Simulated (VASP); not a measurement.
Here is a VASP 6.6.1 calculation.

The input INCAR:

```
ALGO = Normal ; EDIFF = 1E-6
ENCUT = 520 ; GGA = PE
ISIF = 2 ; ISMEAR = -1
ISPIN = 2 ; LASPH = True
LCHARG = False ; LMAXMIX = 4
LORBIT = 11 ; LREAL = False
LWAVE = False ; MAGMOM = 0.92 -2.76 0 0
NBANDS = 31 ; NELM = 150
PREC = Accurate ; SIGMA = 0.05
```

Contents of KPOINTS:

```
k-points
0
Gamma
  8 8 4
```

POSCAR

```
MnS
1.0
    3.9535769233      0.0000000000      0.0000000000
   -1.9767884617      3.4238980514      0.0000000000
    0.0000000000      0.0000000000      6.3425288600
Mn S
2 2
Direct
    0.6666666667      0.3333333333      0.4988446700
    0.3333333333      0.6666666667      0.9988446700
    0.3333333333      0.6666666667      0.6261543000
    0.6666666667      0.3333333333      0.1261543000
```

Potentials or basis: VASP PAW PBE potentials, release 64 (Mn_pv, S).

Launch:

```sh
$ cat potpaw_PBE.64/Mn_pv/POTCAR potpaw_PBE.64/S/POTCAR > POTCAR
$ mpirun -np 1 vasp_std > vasp.out
```

(1) What does it give for the pressure?

(2) Predict the net moment.

(3) Predict the largest force.

Answers

(1) -0.5 GPa.

(2) 0.00 μB per cell.

(3) 0.163 eV/Å.
